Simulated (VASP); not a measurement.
SnO2, 6 atoms in the cell. The typed cell holds 6 atoms: a = 4.787 Å, b = 4.790 Å, c = 3.229 Å, α = 90.00°, β = 90.00°, γ = 90.00°. 

* Program: VASP 6.6.1
* Task: single point
* Functional: PBE
* Dispersion: D4
* Potentials or basis: VASP PAW PBE potentials, release 64 (Sn_d, O)
* Cutoff: 520 eV
* k mesh: 6 × 6 × 8
* Occupations: fermi-dirac, width 0.05 eV
* Spin: no spin polarisation
* Dipole correction: no
* Further INCAR settings: ALGO = Normal; EDIFF = 1e-06; NBANDS = 35

Potentials or basis: VASP PAW PBE potentials, release 64 (Sn_d, O).

Run with:

```console
$ cat potpaw_PBE.64/Sn_d/POTCAR potpaw_PBE.64/O/POTCAR > POTCAR
$ mpirun -np 1 vasp_std > vasp.out
```

Hardware: 1 thread of Intel Xeon 8259CL, with other jobs on the host.

Estimate the wall time of this run.

Wall time 2.8 min on 1 thread of Intel Xeon 8259CL, with other jobs on the host, peak memory 0.28 GiB. Counts: scf iterations 14, k points 80.
